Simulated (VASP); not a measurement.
# Si3C (P1) in VASP: single point with PBEsol

Aim: the single point of Si3C with PBEsol.

Program: VASP 6.6.1. These are calculated values, not measurements. Logs are shortened: lines on timing, memory, paths and dates and some standing lists are left out, and cuts for length are marked.

## Step 1: The cell of the first run

The typed cell holds 64 atoms: a = 9.836 Å, b = 9.836 Å, c = 9.836 Å, α = 90.00°, β = 90.00°, γ = 90.00°.

## Step 2: Single point, PBEsol

Contents of INCAR:

```
SYSTEM = Si3C
  PREC = Accurate
  ENCUT = 520
  EDIFF = 1E-7
  ISMEAR = -1
  SIGMA = 0.05
  LREAL = Auto
  LASPH = .TRUE.
  NELM = 100
  ALGO = Normal
  ISIF = 2
  LWAVE = .FALSE.
  LCHARG = .FALSE.
  GGA = PS
  ISYM = 0
  NBANDS = 166
```

Contents of KPOINTS:

```
Automatic mesh
0
Gamma
  1 1 1
  0.25 0.25 0.25
```

Contents of POSCAR:

```
Si3C
1.0
    9.8359735941      0.0000000000      0.0000000000
    0.0000000000      9.8359735941      0.0000000000
    0.0000000000      0.0000000000      9.8359735941
Si C
48 16
Direct
    0.9784490000      0.9973180000      0.9930040000
    0.0084400000      0.9980340000      0.4899530000
    0.5136090000      0.0287590000      0.0345840000
    0.5539550000      0.9490060000      0.4159790000
    0.4982710000      0.4951440000      0.0269950000
    0.0942560000      0.1291140000      0.1466260000
    0.1464480000      0.1708620000      0.5952700000
    0.1077080000      0.6142140000      0.1199000000
    0.0887530000      0.6464370000      0.6160040000
    0.5779030000      0.1402230000      0.5684230000
    0.6413470000      0.6139360000      0.1667620000
    0.6304720000      0.5842680000      0.5786380000
    0.2303910000      0.2399860000      0.9992760000
    0.2471980000      0.7768770000      0.0116590000
    0.3405030000      0.5818100000      0.5391910000
    0.7388500000      0.2810120000      0.4690360000
    0.7427910000      0.7475720000      0.0063480000
    0.3508260000      0.3571650000      0.1541710000
    0.4131950000      0.8777950000      0.2000350000
    0.3734850000      0.8513110000      0.5538220000
    0.8644340000      0.3755110000      0.1227730000
    0.9056480000      0.3899450000      0.5914740000
    0.8508980000      0.8853910000      0.1540000000
    0.8528060000      0.8437440000      0.6153960000
    0.2492340000      0.0282760000      0.3026590000
    0.2555610000      0.9940470000      0.7062730000
    0.2617540000      0.5238080000      0.2892930000
    0.2261790000      0.5028490000      0.7605370000
    0.7026500000      0.0408240000      0.2428500000
    0.7118540000      0.0103430000      0.7239970000
    0.7629960000      0.4915180000      0.7471130000
    0.3710490000      0.2157590000      0.4061470000
    0.3727410000      0.1182160000      0.8658250000
    0.3727790000      0.6303070000      0.8841710000
    0.8866900000      0.1464850000      0.3473340000
    0.8297990000      0.1379790000      0.8856200000
    0.8798260000      0.5915850000      0.3783280000
    0.8937710000      0.6272430000      0.8815680000
    0.9882530000      0.2449770000      0.7509630000
    0.0035450000      0.7580430000      0.2717550000
    0.5491440000      0.2694530000      0.2471070000
    0.4627700000      0.2840870000      0.7232590000
    0.4949610000      0.7280170000      0.7101870000
    0.0837040000      0.3906620000      0.9014380000
    0.1625030000      0.8108850000      0.4407500000
    0.0983730000      0.8648430000      0.8364370000
    0.6268350000      0.3601590000      0.8843090000
    0.6001220000      0.8729170000      0.8752400000
    0.9798630000      0.5032610000      0.0136130000
    0.0261900000      0.5065830000      0.4953680000
    0.5573240000      0.4866440000      0.4259180000
    0.6397210000      0.1656990000      0.1068810000
    0.2465350000      0.3353610000      0.5197490000
    0.7315680000      0.2524710000      0.0101130000
    0.7501870000      0.7169480000      0.4818000000
    0.3322100000      0.3996420000      0.6355310000
    0.7614610000      0.4861070000      0.2547760000
    0.4505780000      0.5840340000      0.3728440000
    0.9663560000      0.2461020000      0.2139200000
    0.9755740000      0.7438860000      0.7418780000
    0.5382200000      0.7049640000      0.3088700000
    0.1747950000      0.4621230000      0.4511590000
    0.6537580000      0.4028760000      0.3402440000
    0.6363740000      0.7747550000      0.4051450000
```

Potentials or basis: VASP PAW PBE potentials, release 64 (Si, C).

Run with:

```
$ cat potpaw_PBE.64/Si/POTCAR potpaw_PBE.64/C/POTCAR > POTCAR
$ mpirun -np 1 vasp_std > vasp.out
```

OUTCAR:

```text
SYSTEM = Si3C
   PREC = Accurate
   ENCUT = 520
   EDIFF = 1E-7
   ISMEAR = -1
   LREAL = Auto
   LASPH = .TRUE.
   NELM = 100
   ISIF = 2
   GGA = PS
   ISYM = 0

 ion  position               nearest neighbor table
   1  0.978  0.997  0.993-  36 2.27   6 2.29  23 2.30  46 2.34
   2  0.008  0.998  0.490-  35 2.35   7 2.41  45 2.43  24 2.48  25 3.02
   3  0.514  0.029  0.035-  52 1.96  33 2.33  48 2.35  19 2.41  29 2.77
   4  0.554  0.949  0.416-  64 1.90  10 2.42  29 2.42  20 2.43  19 2.63
   5  0.498  0.495  0.027-  11 2.29  34 2.29  47 2.31  18 2.35  41 3.14
   6  0.094  0.129  0.147-  59 1.83  13 2.25   1 2.29  25 2.38  35 2.85
   7  0.146  0.171  0.595-  53 2.03  39 2.30  26 2.32   2 2.41  32 2.92
   8  0.108  0.614  0.120-  49 1.97  40 2.30  14 2.36  27 2.42  44 3.08
   9  0.089  0.646  0.616-  50 1.92  60 1.92  28 2.42  45 2.47  62 2.58  15 2.67  24 3.03  46 3.05
                            22 3.11
  10  0.578  0.140  0.568-  16 2.32  42 2.37  30 2.39   4 2.42  32 2.69
  11  0.641  0.614  0.167-  57 1.93  61 1.95  17 2.28   5 2.29  37 3.14
  12  0.630  0.584  0.579-  51 1.92  55 2.00  31 2.30  43 2.33  64 2.53  15 2.88  37 3.15
  13  0.230  0.240  0.999-  18 2.25   6 2.25  33 2.26  44 2.28
  14  0.247  0.777  0.012-  34 2.28   8 2.36  46 2.42  19 2.66
  15  0.341  0.582  0.539-  58 1.96  56 2.03  62 2.19  28 2.57  51 2.58  53 2.60  27 2.64   9 2.67
                            20 2.67  43 2.68  12 2.88  45 3.01
  16  0.739  0.281  0.469-  63 1.93  22 2.30  35 2.30  10 2.32  41 2.87
  17  0.743  0.748  0.006-  23 2.25  38 2.26  48 2.27  11 2.28
  18  0.351  0.357  0.154-  13 2.25  27 2.28  41 2.32   5 2.35  32 2.85
  19  0.413  0.878  0.200-  61 2.36  25 2.41   3 2.41   4 2.63  14 2.66
  20  0.373  0.851  0.554-  43 2.29  26 2.36  45 2.39   4 2.43  15 2.67
  21  0.864  0.376  0.123-  59 1.85  57 1.97  49 2.01  54 2.10  44 3.07
  22  0.906  0.390  0.591-  50 1.90  39 2.27  16 2.30  31 2.30  37 2.90   9 3.11
  23  0.851  0.885  0.154-  17 2.25  40 2.27  29 2.29   1 2.30
  24  0.853  0.844  0.615-  60 1.99  55 2.07  30 2.40   2 2.48   9 3.03
  25  0.249  0.028  0.303-   6 2.38  19 2.41  32 2.42  45 2.67   2 3.02
  26  0.256  0.994  0.706-  33 2.30   7 2.32  20 2.36  46 2.38
  27  0.262  0.524  0.289-  62 1.91  58 2.12  18 2.28   8 2.42  15 2.64
  28  0.226  0.503  0.761-  56 1.91  44 2.26  34 2.26   9 2.42  15 2.57
  29  0.703  0.041  0.243-  52 1.92  23 2.29  35 2.33   4 2.42  41 2.71   3 2.77
  30  0.712  0.010  0.724-  48 2.29  36 2.33  10 2.39  24 2.40
  31  0.763  0.492  0.747-  38 2.28  12 2.30  47 2.30  22 2.30
  32  0.371  0.216  0.406-  53 2.03  41 2.41  25 2.42  10 2.69  18 2.85   7 2.92
[... 11 lines left out ...]
  44  0.084  0.391  0.901-  49 1.87  28 2.26  39 2.26  13 2.28  38 2.99  21 3.07   8 3.08
  45  0.163  0.811  0.441-  40 2.34  20 2.39   2 2.43   9 2.47  25 2.67  15 3.01
  46  0.098  0.865  0.836-  60 1.93   1 2.34  26 2.38  14 2.42   9 3.05  38 3.12
  47  0.627  0.360  0.884-  54 1.93  31 2.30   5 2.31  42 2.38  36 2.96
  48  0.600  0.873  0.875-  17 2.27  30 2.29   3 2.35  43 2.40
  49  0.980  0.503  0.014-  44 1.87   8 1.97  38 1.97  21 2.01
  50  0.026  0.507  0.495-  62 1.59  22 1.90   9 1.92  37 2.02
  51  0.557  0.487  0.426-  63 1.51  58 1.51  12 1.92  15 2.58
  52  0.640  0.166  0.107-  54 1.57  29 1.92  41 1.93   3 1.96
  53  0.247  0.335  0.520-  56 1.55  62 1.58  32 2.03   7 2.03  15 2.60
  54  0.732  0.252  0.010-  52 1.57  36 1.92  47 1.93  21 2.10
  55  0.750  0.717  0.482-  64 1.46  12 2.00  37 2.05  24 2.07
  56  0.332  0.400  0.636-  53 1.55  28 1.91  42 1.92  15 2.03
  57  0.761  0.486  0.255-  63 1.58  11 1.93  21 1.97  37 1.98
  58  0.451  0.584  0.373-  51 1.51  61 1.60  15 1.96  27 2.12
  59  0.966  0.246  0.214-  35 1.82   6 1.83  21 1.85
  60  0.976  0.744  0.742-   9 1.92  46 1.93  38 1.96  24 1.99
  61  0.538  0.705  0.309-  64 1.52  58 1.60  11 1.95  19 2.36
  62  0.175  0.462  0.451-  53 1.58  50 1.59  27 1.91  15 2.19   9 2.58
  63  0.654  0.403  0.340-  51 1.51  57 1.58  41 1.90  16 1.93
  64  0.636  0.775  0.405-  55 1.46  61 1.52   4 1.90  12 2.53

IMPORTANT INFORMATION: All symmetrisations will be switched off!
NOSYMM: (Re-)initialisation of all symmetry stuff for point group C_1.

----------------------------------------------------------------------------------------

                                     Primitive cell

  volume of cell :     951.5948

  direct lattice vectors                    reciprocal lattice vectors
     9.835973594  0.000000000  0.000000000     0.101667617  0.000000000  0.000000000
     0.000000000  9.835973594  0.000000000     0.000000000  0.101667617  0.000000000
     0.000000000  0.000000000  9.835973594     0.000000000  0.000000000  0.101667617

  length of vectors
     9.835973594  9.835973594  9.835973594     0.101667617  0.101667617  0.101667617

  position of ions in fractional coordinates (direct lattice)
[... 155 lines left out ...]

 Found      4 irreducible k-points:

 Following reciprocal coordinates:
            Coordinates               Weight
  0.250000  0.250000  0.250000      2.000000
 -0.250000  0.250000  0.250000      2.000000
 -0.250000 -0.250000  0.250000      2.000000
  0.250000 -0.250000  0.250000      2.000000
   k-points           NKPTS =      4   k-points in BZ     NKDIM =      4   number of bands    NBANDS=    166
   number of dos      NEDOS =    301   number of ions     NIONS =     64
   total plane-waves  NPLWV = 512000
   dimension x,y,z NGX =    80 NGY =   80 NGZ =   80
   dimension x,y,z NGXF=   160 NGYF=  160 NGZF=  160
   ions per type =              48  16
   NGX,Y,Z   is equivalent  to a cutoff of  13.52, 13.52, 13.52 a.u.
   NGXF,Y,Z  is equivalent  to a cutoff of  27.04, 27.04, 27.04 a.u.
 SYSTEM =  Si3C
   PREC   = accura    normal or accurate (medium, high low for compatibility)
   ISTART =      0    job   : 0-new  1-cont  2-samecut
   ICHARG =      2    charge: 1-file 2-atom 10-const
   ISPIN  =      1    spin polarized calculation?
   LNONCOLLINEAR =      F non collinear calculations
   LSORBIT =      F    spin-orbit coupling
   LASPH  =      T    aspherical Exc in radial PAW
   ENCUT  =  520.0 eV  38.22 Ry    6.18 a.u.  18.29 18.29 18.29*2*pi/ulx,y,z
   NELM   =    100;   NELMIN=  2; NELMDL= -5     # of ELM steps
   EDIFF  = 0.1E-06   stopping-criterion for ELM
   LREAL  =      T    real-space projection
   EDIFFG = 0.1E-05   stopping-criterion for IOM
   NSW    =      0    number of steps for IOM
   IBRION =     -1    ionic relax: 0-MD 1-quasi-New 2-CG
   NFREE  =      0    steps in history (QN), initial steepest desc. (CG)
   ISIF   =      2    stress and relaxation
   ISYM   =      0    0-nonsym 1-usesym 2-fastsym
   POTIM  = 0.5000    time-step for ionic-motion
   TEBEG  =    0.0;   TEEND  =   0.0 temperature during run
   PSTRESS=    0.0 pullay stress
   NELECT =     256.0000    total number of electrons
   NUPDOWN=      -1.0000    fix difference up-down
   EMIN   =  10.00;   EMAX   =-10.00  energy-range for DOS
   EFERMI =   0.00;   METHOD = LEGACY
   ISMEAR =    -1;   SIGMA  =   0.05  broadening in eV -4-tet -1-fermi 0-gaus
   EFERMI_NEDOS =   21; number of points for ismear=-14 and -15
   IALGO  =     38    algorithm
   IMIX   =      4    mixing-type and parameters
     AMIX     =   0.40;   BMIX     =  1.00
     AMIX_MAG =   1.60;   BMIX_MAG =  1.00
  volume/ion in A,a.u.               =      14.87       100.34
  Fermi-wavevector in a.u.,A,eV,Ry     =   1.056828  1.997115 15.196136  1.116884
  Thomas-Fermi vector in A             =   2.192078
   LORBIT       =      0    0 simple, 1 ext, 2 COOP (PROOUT), +10 PAW based schemes
   GGA     = PS    functional components
   LHFCALC =     F    Hartree Fock is set to
   AEXX    =    0.0000 exact exchange contribution
   IVDW    =     0    specifies the selected vdW correction
   LEPSILON=     F    determine dielectric tensor
   LRPA    =     F    only Hartree local field effects (RPA)
 non-spin polarized calculation
  energy-cutoff  :      520.00
  volume of cell :      951.59
 maximum number of plane-waves:     25623
 NGX is ok and might be reduce to    80
   NGX = 37   NGY = 37   NGZ = 37

 number of electron     256.0000002 magnetization

 Free energy of the ion-electron system (eV)
  ---------------------------------------------------
  ext. energy  EPLUGINS =         0.00000000
  ---------------------------------------------------
  free energy    TOTEN  =      -406.41455922 eV

  energy without entropy =     -406.32824422  energy(sigma->0) =     -406.37140172

 E-fermi :   7.4286     XC(G=0): -10.4260

 val. band max:        7.3983884679   @ k =  -0.2500   0.2500   0.2500
 cond. band min:       7.4721950988   @ k =   0.2500  -0.2500   0.2500
 fundamental gap:      0.0738066309
 Fermi energy:         7.4286231438

 k-point     1 :       0.2500    0.2500    0.2500
  band No.  band energies     occupation
      1      -9.6108      2.00000
      2      -8.9227      2.00000
      3      -8.1963      2.00000
      4      -7.5996      2.00000
      5      -7.1379      2.00000
      6      -6.7296      2.00000
[... 561 lines left out ...]
    139       8.7843      0.00000
    140       8.8972      0.00000
 [bands above 140 left out]

------------------------ aborting loop because EDIFF is reached ----------------------------------------

  FORCE on cell =-STRESS in cart. coord.  units (eV):
  Direction    XX          YY          ZZ          XY          YZ          ZX
  --------------------------------------------------------------------------------------
  -------------------------------------------------------------------------------------
  Total        3.9809106      3.9257966     -4.2460006     -2.0681837      5.9651147     -8.7688209
  in kB        6.7025637      6.6097695     -7.1488892     -3.4821513     10.0433205    -14.7638532
  external PRESSURE =       2.0544813 kB  Pullay stress =       0.0000000 kB

 VOLUME and BASIS-vectors are now :
 -----------------------------------------------------------------------------
  energy-cutoff  :      520.00
  volume of cell :      951.59
      direct lattice vectors                 reciprocal lattice vectors
     9.835973594  0.000000000  0.000000000     0.101667617  0.000000000  0.000000000
     0.000000000  9.835973594  0.000000000     0.000000000  0.101667617  0.000000000
     0.000000000  0.000000000  9.835973594     0.000000000  0.000000000  0.101667617

 POSITION                                       TOTAL-FORCE (eV/Angst)
 -----------------------------------------------------------------------------------
      9.62400      9.80959      9.76716         0.104672     -0.183193     -0.149201
      0.08302      9.81664      4.81916         0.197744     -0.019435      0.027993
      5.05184      0.28287      0.34017         0.038334      0.043169     -0.044408
      5.44869      9.33440      4.09156        -0.092538      0.021442     -0.044572
      4.90098      4.87022      0.26552        -0.208814     -0.022788     -0.118369
      0.92710      1.26996      1.44221         0.144075      0.052141      0.169223
[... 56 lines left out ...]
      6.43035      3.96268      3.34663         0.081962      0.014457      0.062488
      6.25936      7.62047      3.98500        -0.090294     -0.030279      0.001298
 -----------------------------------------------------------------------------------
    total drift:                               -0.006230     -0.001975     -0.000434

  FREE ENERGIE OF THE ION-ELECTRON SYSTEM (eV)
  ---------------------------------------------------
  free  energy   TOTEN  =      -406.4145592197 eV

  energy  without entropy=     -406.3282442151  energy(sigma->0) =     -406.37140172
```

Wall time 21 min (1 thread of Intel Xeon Platinum 8375C at 2.90GHz (Ice Lake), shared host); peak memory 1.1 GiB.

Results:

* Free energy: -406.4146 eV
* Pressure: 0.2 GPa
* Largest force: 0.509 eV/Å
* Band gap on the k mesh: zero (band 128 reaches 7.47 eV, above the bottom of band 129 at 7.39 eV)

Forces on the atoms (eV/Å):
```
Si   0.105 -0.183 -0.149
Si   0.198 -0.019  0.028
Si   0.038  0.043 -0.044
Si  -0.093  0.021 -0.045
Si  -0.209 -0.023 -0.118
Si   0.144  0.052  0.169
Si   0.013 -0.053 -0.134
Si  -0.013 -0.044  0.007
Si   0.116 -0.023  0.212
Si   0.026  0.012  0.012
Si  -0.074 -0.106  0.119
Si  -0.056  0.080 -0.285
Si  -0.061  0.080 -0.096
Si   0.084  0.099  0.154
Si   0.057 -0.319  0.021
Si  -0.039  0.082 -0.091
Si  -0.127 -0.173 -0.120
Si   0.292  0.143  0.044
Si  -0.144 -0.121 -0.013
Si   0.102  0.489 -0.094
Si  -0.123  0.036 -0.082
Si   0.076  0.036 -0.030
Si   0.180  0.308  0.069
Si  -0.040 -0.167 -0.065
Si  -0.007  0.099  0.221
Si  -0.057 -0.249  0.000
Si   0.061 -0.053 -0.086
Si  -0.072  0.022 -0.077
Si  -0.109  0.022  0.018
Si  -0.042 -0.123 -0.034
Si   0.040 -0.011  0.039
Si  -0.070 -0.188 -0.220
Si   0.016 -0.107  0.107
Si   0.133 -0.061  0.089
Si   0.137  0.117  0.037
Si  -0.042  0.046  0.092
Si  -0.016  0.053  0.068
Si   0.144 -0.069 -0.116
Si  -0.109 -0.102 -0.008
Si   0.046 -0.274 -0.102
Si  -0.283  0.090 -0.085
Si   0.157  0.016  0.022
Si  -0.120 -0.153 -0.134
Si   0.205 -0.054  0.092
Si  -0.065  0.362  0.046
Si  -0.047  0.155 -0.003
Si  -0.113  0.058  0.061
Si  -0.115  0.274 -0.048
C   -0.005  0.073  0.098
C   -0.105 -0.118 -0.227
C    0.064  0.314  0.205
C   -0.080 -0.235  0.075
C    0.013  0.098  0.044
C    0.031  0.122  0.010
C    0.232 -0.105  0.144
C   -0.246  0.045  0.021
C    0.139 -0.021  0.066
C   -0.098 -0.101 -0.066
C   -0.003 -0.031  0.064
C    0.035  0.046 -0.017
C    0.128 -0.115 -0.016
C   -0.219 -0.074  0.087
C    0.082  0.014  0.062
C   -0.090 -0.030  0.001
```

Levels at points of the mesh, in eV from the Fermi level:
| k point | band 126 | band 127 | band 128 | band 129 | band 130 | band 131 |
| --- | --- | --- | --- | --- | --- | --- |
| (0.25, 0.25, 0.25) | -0.47 | -0.33 | -0.25 | 0.11 | 0.27 | 0.45 |

Caveat: the k points lie up to 0.64 Å⁻¹ apart; the PAW data sets were made with another functional, which shifts forces and pressure a little.
